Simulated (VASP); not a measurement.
Ba2Tl5V3O12:

```
Ba V Tl O
1.0
     4.23698    2.44622    6.12840
    -4.23698    2.44622    6.12840
     0.00000   -4.89244    6.12840
Ba V Tl O
2 3 5 12
Direct
  0.50000 0.50000 0.50000
  0.00000 0.00000 0.00000
  0.50000 0.50000 0.00000
  0.00000 0.50000 0.50000
  0.50000 0.00000 0.50000
  0.00000 0.00000 0.50000
  0.50000 0.00000 0.00000
  0.00000 0.50000 0.00000
  0.74045 0.74045 0.74045
  0.25955 0.25955 0.25955
  0.71652 0.08089 0.41242
  0.41242 0.71652 0.08089
  0.08089 0.41242 0.71652
  0.58757 0.91911 0.28348
  0.91911 0.28348 0.58757
  0.28348 0.58757 0.91911
  0.28348 0.91911 0.58757
  0.58757 0.28348 0.91911
  0.91911 0.58757 0.28348
  0.41242 0.08089 0.71652
  0.08089 0.71652 0.41242
  0.71652 0.41242 0.08089
```

Base run:

```yaml
Program: VASP 6.6.1
Functional: PBE
Potentials_or_basis: VASP PAW PBE potentials, release 64 (Ba_sv, V_sv, Tl_d, O)
Cutoff: 600 eV
k_mesh: 4 × 4 × 4
Occupations: fermi-dirac, width 0.05 eV
Spin: collinear spin, ferromagnetic start
Starting_moments: "[0.0, 0.0, 2.0, 2.0, 2.0, 0.0, 0.0, 0.0, 0.0, 0.0, 0.0, 0.0, 0.0, 0.0, 0.0, 0.0, 0.0, 0.0, 0.0, 0.0, 0.0, 0.0] μB"
Hubbard_terms: V d U = 2.0 eV
```

Its results: pressure 1.0 GPa; net moment -1.19 μB per cell; site moments Ba -0.00, +0.00; V -0.47; Tl +0.01, -0.01 (each value once); O +0.03 μB; largest force 0.308 eV/Å.

Q: The run is repeated on the same cell with these changes: hubbard terms from V d U = 2.0 eV to V d U = 4.0 eV. What comes out?

A: Pressure 2.0 GPa; net moment -1.34 μB per cell; site moments Ba +0.00; V -0.64; Tl +0.01, +0.00 (each value once); O +0.05 μB; largest force 0.624 eV/Å.

Caveats: a moment this small can come from the mesh or the smearing (at least some runs).
